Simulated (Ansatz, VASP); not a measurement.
## Ba in VASP and in Ansatz

Contents of INCAR:

```
ALGO = Normal
EDIFF = 1E-7
ENCUT = 520
GGA = PE
GGA_COMPAT = F
ISIF = 2
ISMEAR = -1
LASPH = T
LCHARG = T
LNONCOLLINEAR = T
LORBIT = 11
LORBMOM = T
LREAL = F
LSORBIT = T
LVHAR = T
LWAVE = F
MAGMOM = 0 0 0
NBANDS = 21
NELM = 150
PREC = Accurate
SIGMA = 0.05
```

The input KPOINTS:

```
k-points
0
Gamma
  10 10 10
```

POSCAR

```
Ba
1.0
   -2.5000000000      2.5000000000      2.5000000000
    2.5000000000     -2.5000000000      2.5000000000
    2.5000000000      2.5000000000     -2.5000000000
Ba
1
Direct
    0.0000000000      0.0000000000      0.0000000000
```

Input for Ansatz:

```yaml
crystal:
  lattice:
    - [-2.5, 2.5, 2.5]
    - [2.5, -2.5, 2.5]
    - [2.5, 2.5, -2.5]
  atoms:
    - { symbol: Ba, position: [0.0, 0.0, 0.0] }
kpoints:
  mp_grid: { grid: [10, 10, 10] }
  band_path:
    path:
      - [0.0, 0.0, 0.0]
      - [0.5, -0.5, 0.5]
      - [0.0, 0.0, 0.5]
      - [0.0, 0.0, 0.0]
      - [0.25, 0.25, 0.25]
      - [0.5, -0.5, 0.5]
      - [0.25, 0.25, 0.25]
      - [0.0, 0.0, 0.5]
    npoints: 5
scf:
  occupations: { method: fermi_dirac, width: 0.05 }
hamiltonian:
  xc: pbe
  pseudopotentials: { kind: all_electron, lapw: { basis_error: 0.0005 } }
output:
  forces: true
  stress: true
  eigenvalues: true
magnetization:
  noncollinear: true
  spin_orbit: true
```

Alike in both runs: task single point; functional PBE; k mesh 10 × 10 × 10; occupations fermi-dirac, width 0.05 eV; non-collinear spin, spin-orbit coupling.

|  | VASP | Ansatz |
| --- | --- | --- |
| version | VASP 6.6.1 | Ansatz 0.2.0 |
| potentials or method | VASP PAW PBE potentials, release 64 (Ba_sv), cutoff 520 eV | all-electron LAPW |

|  | VASP | Ansatz | Ansatz less VASP |
| --- | --- | --- | --- |
| pressure (GPa) | 0.1 | 0.1 | -0.03 |
| net moment per atom (μB) | 0.00 | 0.00 | 0.000 |

Ansatz ran all-electron here, and VASP with PAW potentials.
